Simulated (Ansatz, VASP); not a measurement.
## SiNi in VASP and in Ansatz

INCAR

```
SYSTEM = SiNi
PREC = Accurate
ENCUT = 520
EDIFF = 1E-6
ISMEAR = -1
SIGMA = 0.08
LREAL = .FALSE.
LASPH = .TRUE.
NELM = 80
ALGO = Normal
ISIF = 2
LWAVE = .FALSE.
LCHARG = .FALSE.
GGA = PE
NBANDS = 14
```

File KPOINTS:

```
regular mesh
0
G
  14 14 14
  0 0 0
```

File POSCAR:

```
SiNi
1.0
    0.0000000000      2.3704530262      2.3704530262
    2.3704530262      0.0000000000      2.3704530262
    2.3704530262      2.3704530262      0.0000000000
Ni Si
1 1
Direct
    0.0000000000      0.0000000000      0.0000000000
    0.5000000000      0.5000000000      0.5000000000
```

Input for Ansatz:

```yaml
crystal:
  lattice:
    - [0.0, 2.3704530262, 2.3704530262]
    - [2.3704530262, 0.0, 2.3704530262]
    - [2.3704530262, 2.3704530262, 0.0]
  atoms:
    - { symbol: Ni, position: [0.0, 0.0, 0.0] }
    - { symbol: Si, position: [0.5, 0.5, 0.5] }
kpoints:
  mp_grid: { grid: [14, 14, 14] }
scf:
  occupations: { method: fermi_dirac, width: 0.08 }
hamiltonian:
  xc: pbe
  pseudopotentials: { kind: nc }
output:
  forces: true
  stress: true
  eigenvalues: true
```

Change from the starting cell: volume scaled by 1, norm-conserving files.

Alike in both runs: task single point; functional PBE; k mesh 14 × 14 × 14; occupations fermi-dirac, width 0.08 eV; no spin polarisation.

```csv
,VASP,Ansatz
version,VASP 6.6.1,Ansatz 0.2.0
potentials or method,"VASP PAW PBE potentials, release 64 (Ni, Si)",scalar-relativistic
plane-wave cutoff (eV),520,1400
valence electrons in the cell,14,22
```

```tsv
	VASP	Ansatz	Ansatz less VASP
pressure (GPa)	0.0	0.0	-0.02
```

VASP's potentials hold 14 valence electrons a cell and Ansatz's 22, so a difference there can come from the potentials and not from the codes.
